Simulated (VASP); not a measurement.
SiC, 4 atoms in the cell. It takes space group P6_3mc (No. 186, hexagonal). Conventional cell: a = 2.884 Å, b = 2.884 Å, c = 4.733 Å, α = 90.00°, β = 90.00°, γ = 120.00°. Si (site symmetry 3m) has 4 C at 1.77 to 1.78 Å within 2.3 Å. C (site symmetry 3m) has 4 Si at 1.77 to 1.78 Å within 2.3 Å. 

```yaml
Program: VASP 6.6.1
Task: relaxation of the atoms
Functional: LDA
Potentials_or_basis: VASP PAW LDA potentials, release 64 (Si, C)
Cutoff: 520 eV
k_mesh: 12 × 12 × 6
Occupations: gaussian, width 0.05 eV
Spin: no spin polarisation
Dipole_correction: no
Further_INCAR_settings: ALGO = Normal; EDIFF = 1e-06; IBRION = 2; EDIFFG = -0.01; NSW = 50
```

Potentials or basis: VASP PAW LDA potentials, release 64 (Si, C).

Run with:

```console
$ cat potpaw_LDA.64/Si/POTCAR potpaw_LDA.64/C/POTCAR > POTCAR
$ mpirun -np 1 vasp_std > vasp.out
```

Hardware: 1 thread of Intel(R) Xeon(R) Platinum 8259CL CPU @ 2.50GHz (Skylake/Cascade Lake), with other jobs on the host.

Question: How long does it take, and how much memory?

Answer: Wall time 38 s on 1 thread of Intel(R) Xeon(R) Platinum 8259CL CPU @ 2.50GHz (Skylake/Cascade Lake) (shared host), peak memory 0.14 GiB. Counts: scf iterations 21, k points 76, ion steps 3.
